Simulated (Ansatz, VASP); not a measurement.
## Si in VASP and in Ansatz

Contents of INCAR:

```
SYSTEM = Si
PREC = Accurate
ENCUT = 520
EDIFF = 1E-6
ISMEAR = 0
SIGMA = 0.1
LREAL = .False.
LASPH = .True.
NELM = 80
ALGO = Normal
ISIF = 2
LWAVE = .False.
LCHARG = .True.
LDIPOL = .True.
IDIPOL = 3
DIPOL = 0.5 0.5 0.500
GGA = PE
LELF = .True.
LVHAR = .True.
LVACPOTAV = .True.
NBANDS = 11
```

KPOINTS

```
regular mesh
0
Gamma
  15 15 1
  0 0 0
```

The input POSCAR:

```
Si
1.0
    3.6880000000      0.0000000000      0.0000000000
   -1.8440000000      3.1939016892      0.0000000000
    0.0000000000      0.0000000000     28.0000000000
Si
2
Direct
    0.3333333333      0.6666666667      0.5000000000
    0.6666666667      0.3333333333      0.5000000000
```

Input for Ansatz:

```yaml
crystal:
  lattice:
    - [3.688, 0.0, 0.0]
    - [-1.844, 3.1939016892, 0.0]
    - [0.0, 0.0, 28.0]
  atoms:
    - { symbol: Si, position: [0.3333333333, 0.6666666667, 0.5] }
    - { symbol: Si, position: [0.6666666667, 0.3333333333, 0.5] }
  periodic: [true, true, false]
basis:
  ecutwfc: 420
kpoints:
  mp_grid: { grid: [15, 15, 1] }
hamiltonian:
  xc: pbe
  pseudopotentials: { kind: paw, azcp: { folder: soft_1 } }
scf:
  occupations: { method: gaussian, width: 0.1 }
output:
  forces: true
  stress: true
  eigenvalues: true
```

Alike in both runs: task single point; functional PBE; k mesh 15 × 15 × 1; occupations gaussian, width 0.1 eV; no spin polarisation.

```csv
,VASP,Ansatz
version,VASP 6.6.1,Ansatz 0.2.0
potentials or method,"VASP PAW PBE potentials, release 64 (Si), cutoff 520 eV","scalar-relativistic, plane waves, PAW"
valence electrons in the cell,8,8
```

|  | VASP | Ansatz | Ansatz less VASP |
| --- | --- | --- | --- |
| gap on the k mesh at the Fermi level (eV) | none | none | - |
| work function, face that differs most (eV) | 4.50 | 4.50 | -0.003 |

A gap of «none» marks a metal or a gap that the smearing closes.
